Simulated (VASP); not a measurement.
# Bi: single point with PBE

The system is Bi.

```
Bi
1.0
     0.00000    3.78741    3.78741
     3.78741    0.00000    3.78741
     3.78741    3.78741    0.00000
Bi
2
Cartesian
  0.9469 0.9469 0.9469
  6.6280 6.6280 6.6280
```

This isn't the form of Bi at room conditions, which is rhombohedral.

```yaml
Program: VASP 6.6.1
Task: single point
Functional: PBE
Potentials_or_basis: VASP PAW PBE potentials, release 64 (Bi_d)
Cutoff: 520 eV
k_mesh: 12 × 12 × 12
Occupations: fermi-dirac, width 0.1 eV
Spin: no spin polarisation
```

* Pressure: -2.6 GPa
* Band gap on the k mesh: zero (bands 15 and 16 overlap by 0.73 eV)

Levels at points of the mesh, in eV from the Fermi level:
```csv
k point,band 11,band 12,band 13,band 14,band 15,band 16,band 17,band 18,band 19,band 20
"(0.00, 0.00, 0.00)",-11.84,-8.22,-1.13,-1.13,-1.13,0.90,0.90,0.90,3.37,6.77
"(0.50, 0.00, 0.00)",-11.11,-9.45,-2.08,-1.78,-1.78,1.83,1.83,3.14,5.20,6.12
"(0.50, 0.50, 0.00)",-10.34,-10.34,-2.48,-2.48,-0.28,-0.28,3.73,3.73,5.70,5.70
```

It took 80 s on 1 thread of Intel(R) Xeon(R) Platinum 8488C (Sapphire Rapids), with other jobs on the host, peak memory 0.31 GiB.

Caveat: spin-orbit coupling is left out, which moves the levels of the heavy elements.
